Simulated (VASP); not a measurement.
Crystal: Si.

```
Si
1.0
     0.00000    2.76631    2.76631
     2.76631    0.00000    2.76631
     2.76631    2.76631    0.00000
Si
2
Direct
  0.50000 0.50000 0.50000
  0.75000 0.75000 0.75000
```

Base run:

```yaml
Program: VASP 6.6.1
Functional: BLYP
Potentials_or_basis: VASP PAW PBE potentials, release 64 (Si)
Cutoff: 520 eV
k_mesh: 5 × 5 × 5
Occupations: fermi-dirac, width 0.1 eV
Spin: no spin polarisation
```

Its results: band gap on the k mesh 0.88 eV, indirect (least direct gap 2.57 eV); pressure 0.2 GPa.

The run is repeated on the same cell with these changes: functional from BLYP to B3LYP. What comes out?

Band gap on the k mesh 1.92 eV, indirect (least direct gap 3.78 eV); pressure -2.1 GPa.

B3LYP gives the wider gap, since exact exchange removes part of the self-interaction.

Caveats: the PAW data sets were made with another functional, which shifts forces and pressure a little.

A k mesh can miss the band edges.
